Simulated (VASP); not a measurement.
# SrO (I4/mmm) in VASP: single point with HSE06

Aim: the single point of SrO with HSE06.

All numbers are computed with VASP 6.6.1; they aren't measurements. Logs are shortened: lines on timing, memory, paths and dates and some standing lists are left out, and cuts for length are marked.

### 1 The cell of the first run

The structure is tetragonal, space group I4/mmm (No. 139). Conventional cell: a = 3.649 Å, b = 3.649 Å, c = 5.108 Å, α = 90.00°, β = 90.00°, γ = 90.00°. Within 3.4 Å of Sr (site symmetry 4/mmm) lie 6 O at 2.55 to 2.58 Å. Within 3.4 Å of O (site symmetry 4/mmm) lie 6 Sr at 2.55 to 2.58 Å.

### 2 Single point, HSE06 (uniaxial z strain -1.0%)

The input, POSCAR:

```
SrO
1.0
    0.0000000000      2.5798923265      2.5540934032
    2.5798923265      0.0000000000      2.5540934032
    2.5798923265      2.5798923265      0.0000000000
Sr O
1 1
Direct
    0.0000000000      0.0000000000      0.0000000000
    0.5000000000      0.5000000000      0.5000000000
```

The input, INCAR.step1:

```
ALGO     = Normal         # electronic algorithm
EDIFF    = 1E-5           # SCF threshold, eV
ENCUT    = 520            # plane-wave cutoff, eV
GGA      = PE             # functional
ISIF     = 2              # what is computed and relaxed
ISMEAR   = 0              # smearing method
LASPH    = True           # aspherical terms in the spheres
LCHARG   = False          # write CHGCAR
LREAL    = False          # projectors in reciprocal space
LWAVE    = True           # write WAVECAR
NBANDS   = 15             # bands
NELM     = 80             # most SCF steps
PREC     = Accurate       # precision mode
SIGMA    = 0.01           # smearing width, eV
```

The input, INCAR.step2:

```
ALGO     = Normal         # electronic algorithm
EDIFF    = 1E-7           # SCF threshold, eV
ENCUT    = 520            # plane-wave cutoff, eV
GGA      = PE             # functional
HFSCREEN = 0.2079         # screening, 1/A
ISIF     = 2              # what is computed and relaxed
ISMEAR   = 0              # smearing method
ISTART   = 1            
LASPH    = True           # aspherical terms in the spheres
LCHARG   = False          # write CHGCAR
LHFCALC  = True           # exact exchange
LREAL    = False          # projectors in reciprocal space
LWAVE    = False          # write WAVECAR
NBANDS   = 15             # bands
NELM     = 80             # most SCF steps
PREC     = Accurate       # precision mode
PRECFOCK = Normal       
SIGMA    = 0.01           # smearing width, eV
```

The input, KPOINTS:

```
k-points
0
Gamma
  6 6 6
```

Potentials or basis: VASP PAW PBE potentials, release 64 (Sr_sv, O).

On the command line:

```bash
> cat potpaw_PBE.64/Sr_sv/POTCAR potpaw_PBE.64/O/POTCAR > POTCAR
> cp INCAR.step1 INCAR
> mpirun -np 1 vasp_std > vasp.out
> cp INCAR.step2 INCAR
> mpirun -np 1 vasp_std > vasp.out
```

OUTCAR:

```text
EDIFF = 1E-7
   ENCUT = 520
   GGA = PE
   HFSCREEN = 0.2079
   ISIF = 2
   ISMEAR = 0
   ISTART = 1
   LASPH = True
   LHFCALC = True
   LREAL = False
   NELM = 80
   PREC = Accurate
   PRECFOCK = Normal

 ion  position               nearest neighbor table
   1  0.000  0.000  0.000-   2 2.55   2 2.55   2 2.58   2 2.58   2 2.58   2 2.58
   2  0.500  0.500  0.500-   1 2.55   1 2.55   1 2.58   1 2.58   1 2.58   1 2.58

  LATTYP: Found a body centered tetragonal cell.
 ALAT       =     3.6485187176
 C/A-ratio  =     1.4000714267

  Lattice vectors:

 A1 = (   0.0000000000,  -2.5798923265,  -2.5540934032)
 A2 = (   0.0000000000,   2.5798923265,  -2.5540934032)
 A3 = (   2.5798923265,   0.0000000000,   2.5540934032)

Analysis of symmetry for initial positions (statically):
=====================================================================
 Subroutine PRICEL returns:
 Original cell was already a primitive cell.

 Routine SETGRP: Setting up the symmetry group for a
 body centered tetragonal supercell.

 Subroutine GETGRP returns: Found 16 space group operations
 (whereof 16 operations were pure point group operations)
 out of a pool of 16 trial point group operations.

The static configuration has the point symmetry D_4h.

Analysis of symmetry for dynamics (positions and initial velocities):
=====================================================================
 Subroutine PRICEL returns:
 Original cell was already a primitive cell.

 Routine SETGRP: Setting up the symmetry group for a
 body centered tetragonal supercell.

 Subroutine GETGRP returns: Found 16 space group operations
 (whereof 16 operations were pure point group operations)
 out of a pool of 16 trial point group operations.

The dynamic configuration has the point symmetry D_4h.

 Subroutine INISYM returns: Found 16 space group operations
 (whereof 16 operations are pure point group operations),
 and found     1 'primitive' translations

----------------------------------------------------------------------------------------

                                     Primitive cell

  volume of cell :      33.9993

  direct lattice vectors                    reciprocal lattice vectors
     0.000000000  2.579892326  2.554093403    -0.193806538  0.193806538  0.195764180
     2.579892326  0.000000000  2.554093403     0.193806538 -0.193806538  0.195764180
     2.579892326  2.579892326  0.000000000     0.193806538  0.193806538 -0.195764180

  length of vectors
     3.630321959  3.630321959  3.648518718     0.336816808  0.336816808  0.336816808

  position of ions in fractional coordinates (direct lattice)
     0.000000000  0.000000000  0.000000000
     0.500000000  0.500000000  0.500000000

  ion indices of the primitive-cell ions
   primitive index   ion index
                 1           1
                 2           2

----------------------------------------------------------------------------------------

 KPOINTS: k-points

Automatic generation of k-mesh.
 Grid dimensions read from file:
 generate k-points for:    6    6    6

 Generating k-lattice:

  Cartesian coordinates                     Fractional coordinates (reciprocal lattice)
    -0.032301090  0.032301090  0.032627363     0.166666667  0.000000000  0.000000000
     0.032301090 -0.032301090  0.032627363     0.000000000  0.166666667  0.000000000
     0.032301090  0.032301090 -0.032627363     0.000000000  0.000000000  0.166666667

  Length of vectors
     0.056136135  0.056136135  0.056136135

  Shift w.r.t. Gamma in fractional coordinates (k-lattice)
     0.000000000  0.000000000  0.000000000

 Subroutine IBZKPT returns following result:
 ===========================================

 Found     30 irreducible k-points:

 Following reciprocal coordinates:
            Coordinates               Weight
  0.000000  0.000000  0.000000      1.000000
  0.166667  0.000000  0.000000      8.000000
  0.333333  0.000000  0.000000      8.000000
  0.500000  0.000000  0.000000      4.000000
  0.166667  0.166667  0.000000      2.000000
  0.333333  0.166667  0.000000      8.000000
[... 16 lines left out ...]
  0.333333  0.000000  0.333333      4.000000
  0.500000  0.000000  0.333333     16.000000
 [... further k-points ...]
   k-points           NKPTS =     30   k-points in BZ     NKDIM =    216   number of bands    NBANDS=     15
   number of dos      NEDOS =    301   number of ions     NIONS =      2
   total plane-waves  NPLWV =  21952
   dimension x,y,z NGX =    28 NGY =   28 NGZ =   28
   dimension x,y,z NGXF=    56 NGYF=   56 NGZF=   56
   ions per type =               1   1
   NGX,Y,Z   is equivalent  to a cutoff of  12.82, 12.82, 12.76 a.u.
   NGXF,Y,Z  is equivalent  to a cutoff of  25.64, 25.64, 25.52 a.u.
 SYSTEM =  unknown system
   PREC   = accura    normal or accurate (medium, high low for compatibility)
   ISTART =      1    job   : 0-new  1-cont  2-samecut
   ICHARG =      0    charge: 1-file 2-atom 10-const
   ISPIN  =      1    spin polarized calculation?
   LNONCOLLINEAR =      F non collinear calculations
   LSORBIT =      F    spin-orbit coupling
   LASPH  =      T    aspherical Exc in radial PAW
   ENCUT  =  520.0 eV  38.22 Ry    6.18 a.u.   6.75  6.75  6.78*2*pi/ulx,y,z
   NELM   =     80;   NELMIN=  2; NELMDL=  0     # of ELM steps
   EDIFF  = 0.1E-06   stopping-criterion for ELM
   LREAL  =      F    real-space projection
   EDIFFG = 0.1E-05   stopping-criterion for IOM
   NSW    =      0    number of steps for IOM
   IBRION =     -1    ionic relax: 0-MD 1-quasi-New 2-CG
   NFREE  =      0    steps in history (QN), initial steepest desc. (CG)
   ISIF   =      2    stress and relaxation
   ISYM   =      3    0-nonsym 1-usesym 2-fastsym
   POTIM  = 0.5000    time-step for ionic-motion
   TEBEG  =    0.0;   TEEND  =   0.0 temperature during run
   PSTRESS=    0.0 pullay stress
   NELECT =      16.0000    total number of electrons
   NUPDOWN=      -1.0000    fix difference up-down
   EMIN   =  10.00;   EMAX   =-10.00  energy-range for DOS
   EFERMI =   0.00;   METHOD = LEGACY
   ISMEAR =     0;   SIGMA  =   0.01  broadening in eV -4-tet -1-fermi 0-gaus
   EFERMI_NEDOS =   21; number of points for ismear=-14 and -15
   IALGO  =     38    algorithm
   IMIX   =      1    mixing-type and parameters
     AMIX     =   0.40;   BMIX     =  1.00
     AMIX_MAG =   1.60;   BMIX_MAG =  1.00
  volume/ion in A,a.u.               =      17.00       114.72
  Fermi-wavevector in a.u.,A,eV,Ry     =   1.273380  2.406340 22.061817  1.621498
  Thomas-Fermi vector in A             =   2.406207
   LORBIT       =      0    0 simple, 1 ext, 2 COOP (PROOUT), +10 PAW based schemes
   GGA     = PE    functional components
   LHFCALC =     T    Hartree Fock is set to
   PRECFOCK=normal    Normal, Fast or Accurate (Low or Medium for compatibility)
   ENCUT4O =  -1.0   cutoff for four orbital integrals eV
   NKREDX  =     1    reduce k-point grid by
   NKREDY  =     1    reduce k-point grid by
   NKREDZ  =     1    reduce k-point grid by
   AEXX    =    0.2500 exact exchange contribution
   HFSCREEN=    0.2079 screening length (either q_TF or 0.3 A-1)
   HFSCREENC=   0.2079 screening length for correlation (either q_TF or 0.3 A-1)
   ENCUTFOCK=  -1.0 apply spherical cutoff to Coloumb kernel
   IVDW    =     0    specifies the selected vdW correction
   LEPSILON=     F    determine dielectric tensor
   LRPA    =     F    only Hartree local field effects (RPA)
 non-spin polarized calculation
 Gauss-broadening in eV      SIGMA  =   0.01
  energy-cutoff  :      520.00
  volume of cell :       34.00
 maximum number of plane-waves:       934
  NGX = 24; NGY = 24; NGZ = 24

 number of electron      15.9999997 magnetization

 Free energy of the ion-electron system (eV)
  ---------------------------------------------------
  ext. energy  EPLUGINS =         0.00000000
  ---------------------------------------------------
  free energy    TOTEN  =       -14.18092159 eV

  energy without entropy =      -14.18092159  energy(sigma->0) =      -14.18092159

 E-fermi :   0.7543     XC(G=0):  -8.2632

 val. band max:        0.6145303126   @ k =   0.0000   0.0000   0.0000
 cond. band min:       5.3108105720   @ k =   0.5000   0.5000   0.0000
 fundamental gap:      4.6962802594
 Fermi energy:         0.7542649016

 k-point     1 :       0.0000    0.0000    0.0000
  band No.  band energies     occupation
      1     -33.7334      2.00000
      2     -15.9666      2.00000
      3     -14.0843      2.00000
      4     -14.0843      2.00000
      5     -14.0803      2.00000
      6       0.5863      2.00000
      7       0.5863      2.00000
      8       0.6145      2.00000
      9       6.0589      0.00000
     10       8.4415      0.00000
     11       8.4415      0.00000
     12       8.5198      0.00000
     13      10.6468      0.00000
     14      10.7907      0.00000
     15      14.8814      0.00000

 k-point     2 :       0.1667    0.0000    0.0000
  band No.  band energies     occupation
      1     -33.6968      2.00000
      2     -16.3975      2.00000
      3     -14.1059      2.00000
      4     -14.0989      2.00000
      5     -13.7326      2.00000
      6      -0.1274      2.00000
      7       0.2498      2.00000
      8       0.2609      2.00000
      9       7.2328      0.00000
     10       8.2346      0.00000
     11       9.0124      0.00000
     12       9.0524      0.00000
     13      11.3895      0.00000
     14      11.5419      0.00000
     15      16.6263      0.00000
[... 365 lines left out ...]
      3     -14.3775      2.00000
      4     -14.3647      2.00000
      5     -14.1449      2.00000
      6      -0.6005      2.00000
      7       0.4381      2.00000
      8       0.4747      2.00000
      9       5.8849      0.00000
     10       9.0812      0.00000
     11      12.0676      0.00000
     12      12.1861      0.00000
     13      12.1987      0.00000
     14      13.0261      0.00000
     15      19.0785      0.00000

 k-point    24 :       0.5000    0.0000    0.3333
  band No.  band energies     occupation
      1     -33.5545      2.00000
      2     -16.4582      2.00000
      3     -14.7797      2.00000
      4     -14.3905      2.00000
      5     -14.0486      2.00000
      6      -0.2267      2.00000
      7       0.0628      2.00000
      8       0.2166      2.00000
      9       6.2337      0.00000
     10      10.2460      0.00000
     11      11.4764      0.00000
     12      12.6755      0.00000
     13      13.2864      0.00000
     14      14.8182      0.00000
     15      16.2044      0.00000

 [... further k-points ...]

------------------------ aborting loop because EDIFF is reached ----------------------------------------

  FORCE on cell =-STRESS in cart. coord.  units (eV):
  Direction    XX          YY          ZZ          XY          YZ          ZX
  --------------------------------------------------------------------------------------
  -------------------------------------------------------------------------------------
  Total        0.1531440      0.1531440      0.4490807      0.0000000     -0.0000000     -0.0000000
  in kB        7.2167314      7.2167314     21.1624077      0.0000000     -0.0000000     -0.0000000
  external PRESSURE =      11.8652902 kB  Pullay stress =       0.0000000 kB

 VOLUME and BASIS-vectors are now :
 -----------------------------------------------------------------------------
  energy-cutoff  :      520.00
  volume of cell :       34.00
      direct lattice vectors                 reciprocal lattice vectors
     0.000000000  2.579892326  2.554093403    -0.193806538  0.193806538  0.195764180
     2.579892326  0.000000000  2.554093403     0.193806538 -0.193806538  0.195764180
     2.579892326  2.579892326  0.000000000     0.193806538  0.193806538 -0.195764180

 POSITION                                       TOTAL-FORCE (eV/Angst)
 -----------------------------------------------------------------------------------
      0.00000      0.00000      0.00000         0.000000      0.000000      0.000000
      2.57989      2.57989      2.55409         0.000000      0.000000     -0.000000
 -----------------------------------------------------------------------------------
    total drift:                               -0.000000      0.000000      0.000000

  FREE ENERGIE OF THE ION-ELECTRON SYSTEM (eV)
  ---------------------------------------------------
  free  energy   TOTEN  =       -14.1809215917 eV

  energy  without entropy=      -14.1809215917  energy(sigma->0) =      -14.18092159
```

Run time: 46 min. Hardware: 1 thread of AMD EPYC 9R45 (Zen 5), shared host; peak memory 0.26 GiB.

Results:

| Item | Value |
| --- | --- |
| Free energy | -14.1809 eV |
| Pressure | 1.2 GPa |
| Band gap on the k mesh | 4.70 eV (least direct gap 4.83 eV) |

Levels at points of the mesh, in eV from the valence-band top:
```tsv
k point	band 4	band 5	band 6	band 7	band 8	band 9	band 10	band 11	band 12	band 13
(0.00, 0.00, 0.00)	-14.70	-14.69	-0.03	-0.03	0.00	5.44	7.83	7.83	7.91	10.03
(0.50, 0.00, 0.00)	-14.76	-13.70	-2.28	-1.22	-1.21	8.23	9.96	10.68	10.70	13.90
(0.50, 0.50, 0.00)	-15.10	-15.10	-0.46	-0.13	-0.13	4.70	9.54	12.02	12.16	13.05
(0.50, 0.00, 0.50)	-15.09	-15.07	-0.52	-0.13	-0.10	4.74	9.54	12.03	12.12	12.98
```

Caveat: the cell differs from its parent crystal (uniaxial z strain -1.0%); the PAW data sets were made with another functional, which shifts forces and pressure a little. A k mesh can miss the band edges.
